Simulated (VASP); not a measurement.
# Ge (I4_1/amd) in VASP: single point with PBEsol

Aim: the single point of Ge with PBEsol.

All numbers are computed with VASP 6.6.1; they aren't measurements. Logs are shortened: lines on timing, memory, paths and dates and some standing lists are left out, and cuts for length are marked.

### 1 The cell of the first run

The structure is tetragonal, space group I4_1/amd (No. 141). Conventional cell: a = 4.000 Å, b = 4.000 Å, c = 5.431 Å, α = 90.00°, β = 90.00°, γ = 90.00°. Ge (site symmetry -4m2) has 4 Ge at 2.42 Å within 3.2 Å.

### 2 Single point, PBEsol (strain -0.0400 x Voigt [0, 1, 0, 0, 0, 0])

File INCAR:

```
PREC     = Accurate       # precision mode
ENCUT    = 520            # plane-wave cutoff, eV
EDIFF    = 1E-6           # SCF threshold, eV
ISMEAR   = 0              # smearing method
SIGMA    = 0.15           # smearing width, eV
LREAL    = False          # projectors in reciprocal space
LASPH    = True           # aspherical terms in the spheres
NELM     = 100            # most SCF steps
ALGO     = Normal         # electronic algorithm
ISIF     = 2              # what is computed and relaxed
LWAVE    = False          # write WAVECAR
LCHARG   = False          # write CHGCAR
GGA      = PS             # functional
NBANDS   = 21             # bands
```

File KPOINTS:

```
Automatic mesh
0
Gamma
  14 14 14
```

File POSCAR:

```
Ge
1.0
    0.0000000000      2.7156192000      2.8287700000
    2.8287700000      0.0000000000      2.8287700000
    2.8287700000      2.7156192000      0.0000000000
Ge
2
Direct
    0.5000000000      0.5000000000      0.5000000000
    0.7500000000      0.7500000000      0.7500000000
```

Potentials or basis: VASP PAW PBE potentials, release 64 (Ge_d).

The run is started by

```console
cat potpaw_PBE.64/Ge_d/POTCAR > POTCAR
mpirun -np 1 vasp_std > vasp.out
```

OUTCAR:

```text
PREC = Accurate
   ENCUT = 520
   EDIFF = 1E-6
   ISMEAR = 0
   LREAL = False
   LASPH = True
   NELM = 100
   ISIF = 2
   GGA = PS

 ion  position               nearest neighbor table
   1  0.500  0.500  0.500-   2 2.42   2 2.42   2 2.42   2 2.42
   2  0.750  0.750  0.750-   1 2.42   1 2.42   1 2.42   1 2.42

  LATTYP: Found a body centered tetragonal cell.
 ALAT       =     4.0004848988
 C/A-ratio  =     1.3576450199

  Lattice vectors:

 A1 = (   0.0000000000,  -2.7156192000,   2.8287700000)
 A2 = (   0.0000000000,  -2.7156192000,  -2.8287700000)
 A3 = (   2.8287700000,   2.7156192000,   0.0000000000)

Analysis of symmetry for initial positions (statically):
=====================================================================
 Subroutine PRICEL returns:
 Original cell was already a primitive cell.

 Routine SETGRP: Setting up the symmetry group for a
 body centered tetragonal supercell.

 Subroutine GETGRP returns: Found 16 space group operations
 (whereof  8 operations were pure point group operations)
 out of a pool of 16 trial point group operations.

The static configuration has the point symmetry D_2d.
 The point group associated with its full space group is D_4h.

Analysis of symmetry for dynamics (positions and initial velocities):
=====================================================================
 Subroutine PRICEL returns:
 Original cell was already a primitive cell.

 Routine SETGRP: Setting up the symmetry group for a
 body centered tetragonal supercell.

 Subroutine GETGRP returns: Found 16 space group operations
 (whereof  8 operations were pure point group operations)
 out of a pool of 16 trial point group operations.

The dynamic configuration has the point symmetry D_2d.
 The point group associated with its full space group is D_4h.

 Subroutine INISYM returns: Found 16 space group operations
 (whereof  8 operations are pure point group operations),
 and found     1 'primitive' translations

----------------------------------------------------------------------------------------

                                     Primitive cell

  volume of cell :      43.4604

  direct lattice vectors                    reciprocal lattice vectors
     0.000000000  2.715619200  2.828770000    -0.176755268  0.184120071  0.176755268
     2.828770000  0.000000000  2.828770000     0.176755268 -0.184120071  0.176755268
     2.828770000  2.715619200  0.000000000     0.176755268  0.184120071 -0.176755268

  length of vectors
     3.921291541  4.000484899  3.921291541     0.310459418  0.310459418  0.310459418

  position of ions in fractional coordinates (direct lattice)
     0.500000000  0.500000000  0.500000000
     0.750000000  0.750000000  0.750000000

  ion indices of the primitive-cell ions
   primitive index   ion index
                 1           1
                 2           2

----------------------------------------------------------------------------------------

 KPOINTS: Automatic mesh

Automatic generation of k-mesh.
 Grid dimensions read from file:
 generate k-points for:   14   14   14

 Generating k-lattice:

  Cartesian coordinates                     Fractional coordinates (reciprocal lattice)
    -0.012625376  0.013151434  0.012625376     0.071428571  0.000000000  0.000000000
     0.012625376 -0.013151434  0.012625376     0.000000000  0.071428571  0.000000000
     0.012625376  0.013151434 -0.012625376     0.000000000  0.000000000  0.071428571

  Length of vectors
     0.022175673  0.022175673  0.022175673

  Shift w.r.t. Gamma in fractional coordinates (k-lattice)
     0.000000000  0.000000000  0.000000000

 Subroutine IBZKPT returns following result:
 ===========================================

 Found    244 irreducible k-points:

 Following reciprocal coordinates:
            Coordinates               Weight
  0.000000  0.000000  0.000000      1.000000
  0.071429  0.000000  0.000000      8.000000
  0.142857  0.000000  0.000000      8.000000
  0.214286  0.000000 -0.000000      8.000000
  0.285714  0.000000  0.000000      8.000000
  0.357143  0.000000  0.000000      8.000000
[... 16 lines left out ...]
  0.214286  0.142857 -0.000000     16.000000
  0.285714  0.142857  0.000000     16.000000
 [... further k-points ...]
   k-points           NKPTS =    244   k-points in BZ     NKDIM =    244   number of bands    NBANDS=     21
   number of dos      NEDOS =    301   number of ions     NIONS =      2
   total plane-waves  NPLWV =  27000
   dimension x,y,z NGX =    30 NGY =   30 NGZ =   30
   dimension x,y,z NGXF=    60 NGYF=   60 NGZF=   60
   ions per type =               2
   NGX,Y,Z   is equivalent  to a cutoff of  12.72, 12.47, 12.72 a.u.
   NGXF,Y,Z  is equivalent  to a cutoff of  25.44, 24.93, 25.44 a.u.
 SYSTEM =  unknown system
   PREC   = accura    normal or accurate (medium, high low for compatibility)
   ISTART =      0    job   : 0-new  1-cont  2-samecut
   ICHARG =      2    charge: 1-file 2-atom 10-const
   ISPIN  =      1    spin polarized calculation?
   LNONCOLLINEAR =      F non collinear calculations
   LSORBIT =      F    spin-orbit coupling
   LASPH  =      T    aspherical Exc in radial PAW
   ENCUT  =  520.0 eV  38.22 Ry    6.18 a.u.   7.29  7.44  7.29*2*pi/ulx,y,z
   NELM   =    100;   NELMIN=  2; NELMDL= -5     # of ELM steps
   EDIFF  = 0.1E-05   stopping-criterion for ELM
   LREAL  =      F    real-space projection
   EDIFFG = 0.1E-04   stopping-criterion for IOM
   NSW    =      0    number of steps for IOM
   IBRION =     -1    ionic relax: 0-MD 1-quasi-New 2-CG
   NFREE  =      0    steps in history (QN), initial steepest desc. (CG)
   ISIF   =      2    stress and relaxation
   ISYM   =      2    0-nonsym 1-usesym 2-fastsym
   POTIM  = 0.5000    time-step for ionic-motion
   TEBEG  =    0.0;   TEEND  =   0.0 temperature during run
   PSTRESS=    0.0 pullay stress
   NELECT =      28.0000    total number of electrons
   NUPDOWN=      -1.0000    fix difference up-down
   EMIN   =  10.00;   EMAX   =-10.00  energy-range for DOS
   EFERMI =   0.00;   METHOD = LEGACY
   ISMEAR =     0;   SIGMA  =   0.15  broadening in eV -4-tet -1-fermi 0-gaus
   EFERMI_NEDOS =   21; number of points for ismear=-14 and -15
   IALGO  =     38    algorithm
   IMIX   =      4    mixing-type and parameters
     AMIX     =   0.40;   BMIX     =  1.00
     AMIX_MAG =   1.60;   BMIX_MAG =  1.00
  volume/ion in A,a.u.               =      21.73       146.64
  Fermi-wavevector in a.u.,A,eV,Ry     =   1.413935  2.671950 27.200935  1.999212
  Thomas-Fermi vector in A             =   2.535529
   LORBIT       =      0    0 simple, 1 ext, 2 COOP (PROOUT), +10 PAW based schemes
   GGA     = PS    functional components
   LHFCALC =     F    Hartree Fock is set to
   AEXX    =    0.0000 exact exchange contribution
   IVDW    =     0    specifies the selected vdW correction
   LEPSILON=     F    determine dielectric tensor
   LRPA    =     F    only Hartree local field effects (RPA)
 non-spin polarized calculation
 Gauss-broadening in eV      SIGMA  =   0.15
  energy-cutoff  :      520.00
  volume of cell :       43.46
 maximum number of plane-waves:      1202
 NGX is ok and might be reduce to    30
   NGX = 15   NGY = 15   NGZ = 15

 number of electron      28.0000005 magnetization

 Free energy of the ion-electron system (eV)
  ---------------------------------------------------
  ext. energy  EPLUGINS =         0.00000000
  ---------------------------------------------------
  free energy    TOTEN  =        -9.83911982 eV

  energy without entropy =       -9.83862881  energy(sigma->0) =       -9.83887432

 E-fermi :   5.3780     XC(G=0): -10.3268

 val. band max:        5.2467284831   @ k =   0.0714   0.0000   0.0000
 cond. band min:       5.4467148414   @ k =   0.4286   0.0000   0.4286
 fundamental gap:      0.1999863582
 Fermi energy:         5.3779705776

 k-point     1 :       0.0000    0.0000    0.0000
  band No.  band energies     occupation
      1     -19.5650      2.00000
      2     -19.5528      2.00000
      3     -19.5528      2.00000
      4     -19.5198      2.00000
      5     -19.5141      2.00000
      6     -19.2888      2.00000
[... 13 lines left out ...]
     20      14.4443      0.00000
     21      15.2080      0.00000

 k-point     2 :       0.0714    0.0000    0.0000
  band No.  band energies     occupation
      1     -19.5669      2.00000
      2     -19.5567      2.00000
      3     -19.5538      2.00000
      4     -19.5143      2.00000
      5     -19.5093      2.00000
      6     -19.2930      2.00000
[... 13 lines left out ...]
     20      13.9927      0.00000
     21      14.5636      0.00000

 k-point     3 :       0.1429    0.0000    0.0000
  band No.  band energies     occupation
      1     -19.5726      2.00000
      2     -19.5639      2.00000
      3     -19.5531      2.00000
      4     -19.5030      2.00000
      5     -19.4988      2.00000
      6     -19.3023      2.00000
[... 13 lines left out ...]
     20      13.4955      0.00000
     21      13.9506      0.00000

 k-point     4 :       0.2143    0.0000   -0.0000
  band No.  band energies     occupation
      1     -19.5792      2.00000
      2     -19.5700      2.00000
      3     -19.5500      2.00000
      4     -19.4912      2.00000
      5     -19.4877      2.00000
      6     -19.3117      2.00000
[... 13 lines left out ...]
     20      13.3938      0.00000
     21      13.8109      0.00000

 k-point     5 :       0.2857    0.0000    0.0000
  band No.  band energies     occupation
      1     -19.5846      2.00000
      2     -19.5740      2.00000
      3     -19.5461      2.00000
      4     -19.4816      2.00000
      5     -19.4786      2.00000
      6     -19.3192      2.00000
[... 13 lines left out ...]
     20      13.8131      0.00000
     21      13.9616      0.00000

 k-point     6 :       0.3571    0.0000    0.0000
  band No.  band energies     occupation
      1     -19.5880      2.00000
      2     -19.5761      2.00000
      3     -19.5424      2.00000
      4     -19.4751      2.00000
      5     -19.4726      2.00000
      6     -19.3241      2.00000
[... 13 lines left out ...]
     20      14.6216      0.00000
     21      14.7002      0.00000

 k-point     7 :       0.4286    0.0000   -0.0000
  band No.  band energies     occupation
      1     -19.5899      2.00000
      2     -19.5769      2.00000
      3     -19.5398      2.00000
      4     -19.4718      2.00000
      5     -19.4695      2.00000
      6     -19.3266      2.00000
[... 13 lines left out ...]
     20      15.6938      0.00000
     21      15.8946      0.00000
[... 291 lines left out ...]
      1     -19.5776      2.00000
      2     -19.5640      2.00000
      3     -19.5521      2.00000
      4     -19.5010      2.00000
      5     -19.4884      2.00000
      6     -19.3146      2.00000
[... 13 lines left out ...]
     20      13.3526      0.00000
     21      14.0830      0.00000

 k-point    21 :      -0.0714    0.0714    0.0000
  band No.  band energies     occupation
      1     -19.5707      2.00000
      2     -19.5572      2.00000
      3     -19.5560      2.00000
      4     -19.5101      2.00000
      5     -19.5008      2.00000
      6     -19.3034      2.00000
[... 13 lines left out ...]
     20      13.5176      0.00000
     21      14.3993      0.00000

 k-point    22 :       0.1429    0.1429    0.0000
  band No.  band energies     occupation
      1     -19.5730      2.00000
      2     -19.5663      2.00000
      3     -19.5616      2.00000
      4     -19.5034      2.00000
      5     -19.4810      2.00000
      6     -19.3337      2.00000
[... 13 lines left out ...]
     20      13.1546      0.00000
     21      15.2947      0.00000

 k-point    23 :       0.2143    0.1429   -0.0000
  band No.  band energies     occupation
      1     -19.5797      2.00000
      2     -19.5698      2.00000
      3     -19.5611      2.00000
      4     -19.4949      2.00000
      5     -19.4670      2.00000
      6     -19.3485      2.00000
[... 13 lines left out ...]
     20      13.9496      0.00000
     21      15.1527      0.00000

 k-point    24 :       0.2857    0.1429    0.0000
  band No.  band energies     occupation
      1     -19.5878      2.00000
      2     -19.5756      2.00000
      3     -19.5536      2.00000
      4     -19.4845      2.00000
      5     -19.4548      2.00000
      6     -19.3597      2.00000
[... 13 lines left out ...]
     20      14.5641      0.00000
     21      15.2305      0.00000

 [... further k-points ...]
[... 5 lines left out ...]
  --------------------------------------------------------------------------------------
  -------------------------------------------------------------------------------------
  Total        0.7595729      1.5019742      0.7595729      0.0000000      0.0000000      0.0000000
  in kB       28.0017955     55.3705599     28.0017955      0.0000000      0.0000000      0.0000000
  external PRESSURE =      37.1247170 kB  Pullay stress =       0.0000000 kB

 VOLUME and BASIS-vectors are now :
 -----------------------------------------------------------------------------
  energy-cutoff  :      520.00
  volume of cell :       43.46
      direct lattice vectors                 reciprocal lattice vectors
     0.000000000  2.715619200  2.828770000    -0.176755268  0.184120071  0.176755268
     2.828770000  0.000000000  2.828770000     0.176755268 -0.184120071  0.176755268
     2.828770000  2.715619200  0.000000000     0.176755268  0.184120071 -0.176755268

 POSITION                                       TOTAL-FORCE (eV/Angst)
 -----------------------------------------------------------------------------------
      2.82877      2.71562      2.82877        -0.000000      0.000000     -0.000000
      4.24315      4.07343      4.24315         0.000000     -0.000000      0.000000
 -----------------------------------------------------------------------------------
    total drift:                                0.000000     -0.000000     -0.000000

  FREE ENERGIE OF THE ION-ELECTRON SYSTEM (eV)
  ---------------------------------------------------
  free  energy   TOTEN  =        -9.8391198228 eV

  energy  without entropy=       -9.8386288084  energy(sigma->0) =       -9.83887432
```

It took 79 s on 1 thread of Intel Xeon 6975P-C (Granite Rapids), shared host; peak memory 0.29 GiB.

Results:

| Item | Value |
| --- | --- |
| Free energy | -9.8391 eV |
| Pressure | 3.7 GPa |
| Band gap on the k mesh | zero (band 14 reaches 5.48 eV, above the bottom of band 15 at 5.45 eV) |

Levels at points of the mesh, in eV from the Fermi level:
```
           k point  band 10  band 11  band 12  band 13  band 14  band 15  band 16  band 17  band 18  band 19
(0.00, 0.00, 0.00)   -24.64   -13.22    -0.21    -0.21     0.10     0.25     2.32     2.51     2.51     6.21
(0.50, 0.00, 0.00)   -24.61   -11.02    -7.93    -1.77    -1.40     0.11     3.49     3.80     6.89    10.44
(0.50, 0.50, 0.00)   -24.59    -9.24    -9.24    -3.24    -3.24     0.62     0.62     9.61     9.61    11.62
(0.50, 0.00, 0.50)   -24.61    -9.03    -9.03    -3.54    -3.54     0.28     0.28     9.74     9.74    11.90
```

Caveat: the cell differs from its parent crystal (strain -0.0400 x Voigt [0, 1, 0, 0, 0, 0]); the PAW data sets were made with another functional, which shifts forces and pressure a little.
